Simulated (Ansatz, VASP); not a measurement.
One calculation of SnSe, two programs

INCAR

```
PREC = Accurate
ENCUT = 520
EDIFF = 1E-6
ISMEAR = -1
SIGMA = 0.1
LREAL = F
LASPH = T
NELM = 100
ALGO = Normal
ISIF = 2
LWAVE = F
LCHARG = F
GGA = PE
IVDW = 12
NBANDS = 17
```

KPOINTS

```
Automatic mesh
0
Gamma
  8 8 8
```

File POSCAR:

```
SnSe
1.0
    0.0000000000      3.0100000000      3.0100000000
    3.0100000000      0.0000000000      3.0100000000
    3.0100000000      3.0100000000      0.0000000000
Sn Se
1 1
Direct
    0.0000000000      0.0000000000      0.0000000000
    0.5000000000      0.5000000000      0.5000000000
```

Contents of input.yaml:

```yaml
crystal:
  lattice:
    - [0.0, 3.01, 3.01]
    - [3.01, 0.0, 3.01]
    - [3.01, 3.01, 0.0]
  atoms:
    - { symbol: Sn, position: [0.0, 0.0, 0.0] }
    - { symbol: Se, position: [0.5, 0.5, 0.5] }
kpoints:
  mp_grid: { grid: [8, 8, 8] }
  band_path:
    path:
      - [0.0, 0.0, 0.0]
      - [0.5, 0.0, 0.5]
      - [0.5, 0.25, 0.75]
      - [0.375, 0.375, 0.75]
      - [0.0, 0.0, 0.0]
      - [0.5, 0.5, 0.5]
      - [0.625, 0.25, 0.625]
      - [0.5, 0.25, 0.75]
    npoints: 6
scf:
  occupations: { method: fermi_dirac, width: 0.1 }
hamiltonian:
  xc: pbe
  dispersion: d3bj
  pseudopotentials: { kind: all_electron, lapw: { basis_error: 0.001 } }
output:
  forces: true
  stress: true
  eigenvalues: true
```

Alike in both runs: functional PBE; dispersion D3(BJ); k mesh 8 × 8 × 8; occupations fermi-dirac, width 0.1 eV; no spin polarisation.

```csv
,VASP,Ansatz
version,VASP 6.6.1,Ansatz 0.2.0
potentials or method,"VASP PAW PBE potentials, release 64 (Sn_d, Se), cutoff 520 eV","all-electron LAPW, scalar-relativistic"
task,single point,band structure
```

```csv
,VASP,Ansatz,Ansatz less VASP
gap on the k mesh at the Fermi level (eV),0.58,0.58,0.000
least direct gap on the mesh (eV),0.58,0.58,0.000
pressure (GPa),-1.2,-1.2,+0.01
```

Ansatz ran all-electron here, and VASP with PAW potentials.
